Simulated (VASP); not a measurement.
YTl2OsC6N6, 16 atoms in the cell. Symmetry: Fm-3m, No. 225, cubic system. Conventional cell: a = 10.552 Å, b = 10.552 Å, c = 10.552 Å, α = 90.00°, β = 90.00°, γ = 90.00°. Y (site symmetry m-3m) has 6 N at 2.21 Å within 2.9 Å. Within 4.9 Å of Tl (site symmetry -43m) lie 12 N at 3.76 Å and 12 C at 3.80 Å and 4 Y at 4.57 Å and 4 Os at 4.57 Å. Within 2.5 Å of Os (site symmetry m-3m) lie 6 C at 1.90 Å. Within 1.6 Å of C (site symmetry 4mm) lie 1 N at 1.17 Å. N (site symmetry 4mm) has 1 C at 1.17 Å within 1.6 Å. 

| Item | Value |
| --- | --- |
| Program | VASP 6.6.1 |
| Task | relaxation of cell and atoms |
| Functional | PBE |
| Potentials or basis | VASP PAW PBE potentials, release 64 (Y_sv, Tl_d, Os, C, N) |
| Cutoff | 600 eV |
| k mesh | 4 × 4 × 4 |
| Occupations | gaussian, width 0.1 eV |
| Spin | collinear spin |
| Starting moments | [0.0, 0.0, 0.0, 1.0, 0.0, 0.0, 0.0, 0.0, 0.0, 0.0, 0.0, 0.0, 0.0, 0.0, 0.0, 0.0] μB |
| Dipole correction | no |
| Further INCAR settings | LREAL = Auto; ALGO = Normal; EDIFF = 1e-07; IBRION = 2; EDIFFG = -0.04; NSW = 90; ISIF = 3 |

Potentials or basis: VASP PAW PBE potentials, release 64 (Y_sv, Tl_d, Os, C, N).

The run is started by

```console
$ cat potpaw_PBE.64/Y_sv/POTCAR potpaw_PBE.64/Tl_d/POTCAR potpaw_PBE.64/Os/POTCAR potpaw_PBE.64/C/POTCAR potpaw_PBE.64/N/POTCAR > POTCAR
$ mpirun -np 4 vasp_std > vasp.out
```

Hardware: 4 MPI ranks on AMD EPYC 9R45 96-Core Processor (Zen 5) (shared host).

Question: How long does it take, and how much memory?

Answer: Run time: 27 min on 4 MPI ranks on AMD EPYC 9R45 96-Core Processor (Zen 5), with other jobs on the host, peak memory 0.91 GiB a rank. Counts: scf iterations 147, k points 8, ion steps 12.
